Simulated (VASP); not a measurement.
Wanted: the native input for a VASP 6.6.1 run.

- Task: single point
- Functional: r2SCAN
- Potentials or basis: VASP PAW PBE potentials, release 64 (Y_sv)
- Cutoff: 520 eV
- k mesh: 15 × 15 × 15
- Occupations: fermi-dirac, width 0.1 eV
- Spin: no spin polarisation
- Dipole correction: no
- Further INCAR settings: ALGO = Normal; EDIFF = 1e-06; NBANDS = 12

The system is Y.

```
CELL_PARAMETERS angstrom
0.00000 2.55458 2.55458
2.55458 0.00000 2.55458
2.55458 2.55458 0.00000
ATOMIC_POSITIONS crystal
Y 0.00000 0.00000 0.00000
```

One way to write it, as run:

POSCAR

```
Y
1.0
    0.0000000000      2.5545791154      2.5545791154
    2.5545791154      0.0000000000      2.5545791154
    2.5545791154      2.5545791154      0.0000000000
Y
1
Direct
    0.0000000000      0.0000000000      0.0000000000
```

INCAR.step1

```
SYSTEM = Y
PREC = Accurate
ENCUT = 520
ISMEAR = -1
SIGMA = 0.1
LREAL = .False.
LASPH = .True.
NELM = 100
NBANDS = 12
GGA = PE
ALGO = Normal
EDIFF = 1E-4
LWAVE = .True.
LCHARG = .False.
```

INCAR.step2

```
SYSTEM = Y
PREC = Accurate
ENCUT = 520
EDIFF = 1E-6
ISMEAR = -1
SIGMA = 0.1
LREAL = .False.
LASPH = .True.
NELM = 100
ALGO = Normal
ISIF = 2
LWAVE = .False.
LCHARG = .False.
METAGGA = R2SCAN
LMIXTAU = .True.
NBANDS = 12
ISTART = 1
```

KPOINTS

```
regular mesh
0
Gamma
  15 15 15
  0 0 0
```

Potentials or basis: VASP PAW PBE potentials, release 64 (Y_sv).

Launch:

```console
$ cat potpaw_PBE.64/Y_sv/POTCAR > POTCAR
$ cp INCAR.step1 INCAR
$ mpirun -np 1 vasp_std > vasp.out
$ cp INCAR.step2 INCAR
$ mpirun -np 1 vasp_std > vasp.out
```

Results of the run:

```yaml
Pressure: 0.1 GPa
```

Caveat: the PAW data sets were made with another functional, which shifts forces and pressure a little.

Run time: 87 s on 1 thread of Intel(R) Xeon(R) 6975P-C (Granite Rapids) (shared host), peak memory 0.21 GiB.
